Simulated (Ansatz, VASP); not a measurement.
**Mg in VASP and in Ansatz**

```
CELL_PARAMETERS angstrom
3.50704 0.00000 0.00000
-1.75352 3.03718 0.00000
0.00000 0.00000 5.55924
ATOMIC_POSITIONS crystal
Mg 0.66667 0.33333 0.75000
Mg 0.33333 0.66667 0.25000
```

Alike in both runs: task single point; functional PBE; k mesh 6 × 6 × 4; occupations gaussian, width 0.1 eV; no spin polarisation.

|  | VASP | Ansatz |
| --- | --- | --- |
| version | VASP 6.6.1 | Ansatz 0.2.0 |
| potentials or method | VASP PAW PBE potentials, release 64 (Mg), cutoff 520 eV | scalar-relativistic, plane waves, PAW |
| valence electrons in the cell | 4 | 20 |

VASP gave:

| Item | Value |
| --- | --- |
| gap on the k mesh at the Fermi level (eV) | none |
| pressure (GPa) | -5.6 |
| traceless stress, the component that is largest in VASP (GPa) | -0.06 |

Problem. What did Ansatz give for the same quantities?

Solution. gap on the k mesh at the Fermi level (eV): none; pressure (GPa): -5.5; traceless stress, the component that is largest in VASP (GPa): -0.05.

A gap of «none» marks a metal or a gap that the smearing closes. VASP's potentials hold 4 valence electrons a cell and Ansatz's 20, so a difference there can come from the potentials and not from the codes.
